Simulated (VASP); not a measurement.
Here is a VASP 6.6.1 calculation.

Contents of INCAR:

```
SYSTEM = Ta2N
PREC     = Accurate       ! precision mode
ENCUT    = 600            ! plane-wave cutoff, eV
EDIFF    = 1E-8           ! SCF threshold, eV
ISMEAR   = -1             ! smearing method
SIGMA    = 0.05           ! smearing width, eV
LREAL    = .False.        ! projectors in reciprocal space
LASPH    = .True.         ! aspherical terms in the spheres
NELM     = 120            ! most SCF steps
ALGO     = Normal         ! electronic algorithm
ISIF     = 2              ! what is computed and relaxed
LWAVE    = .False.        ! write WAVECAR
LCHARG   = .False.        ! write CHGCAR
GGA      = PS             ! functional
NBANDS   = 20             ! bands
IBRION   = 8              ! ionic algorithm
NSW      = 1              ! ionic steps
GGA_COMPAT= .False.
```

KPOINTS

```
Automatic mesh
0
Gamma
  7 7 5
  0 0 0
```

File POSCAR:

```
Ta2N
1.0
    3.1128615060      0.0000000000      0.0000000000
   -1.5564307530      2.6958171426      0.0000000000
    0.0000000000      0.0000000000      4.8698410000
Ta N
2 1
Direct
    0.3333333333      0.6666666667      0.2547110000
    0.6666666667      0.3333333333      0.7452890000
    0.0000000000      0.0000000000      0.0000000000
```

Potentials or basis: VASP PAW PBE potentials, release 64 (Ta_pv, N).

The run is started by

```bash
$ cat potpaw_PBE.64/Ta_pv/POTCAR potpaw_PBE.64/N/POTCAR > POTCAR
$ mpirun -np 1 vasp_std > vasp.out
```

(1) Predict the highest phonon frequency at Γ.

Answers

(1) 528 cm⁻¹.

Caveat: the cell stands under pressure or tension, which shifts response properties.
